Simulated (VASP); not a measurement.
Runs of VASP 6.6.1 on SnSe (zincblende type). The structure is that of space group F-43m (No. 216), or close to it. The cells are those of the table. 

| task | cell | cutoff (eV) | k mesh for the DOS | occupations for the DOS | gap on the mesh (eV) | pressure (GPa) |
| --- | --- | --- | --- | --- | --- | --- |
| single point | a = 4.130 Å, angles 60.0°, 2 atoms | 500 | - | - | none | 29.8 |
| single point | a = 4.695 Å, angles 60.0°, 2 atoms | 500 | - | - | none | 2.1 |
| single point | a = 4.449 Å, angles 60.0°, 2 atoms | 500 | - | - | none | (b) |
| single point | a = 4.593 Å, angles 60.0°, 2 atoms | 500 | - | - | none | (a) |
| single point | a = 3.927 Å, angles 60.0°, 2 atoms | 500 | - | - | none | 53.8 |

Alike in all rows: level PBE; potentials or basis VASP PAW PBE potentials, release 64 (Sn_d, Se); no spin polarisation; k mesh 11 × 11 × 11; smearing fermi-dirac 0.05 eV.

Task: Estimate the missing entries.

Result: (a) 4.8; (b) 9.7.

Caveats: spin-orbit coupling is left out, which moves the levels of the heavy elements.

A k mesh can miss the band edges, and the runs leave out spin-orbit coupling on Se, Sn.

A gap of «none» marks levels without a gap at the run's occupations.
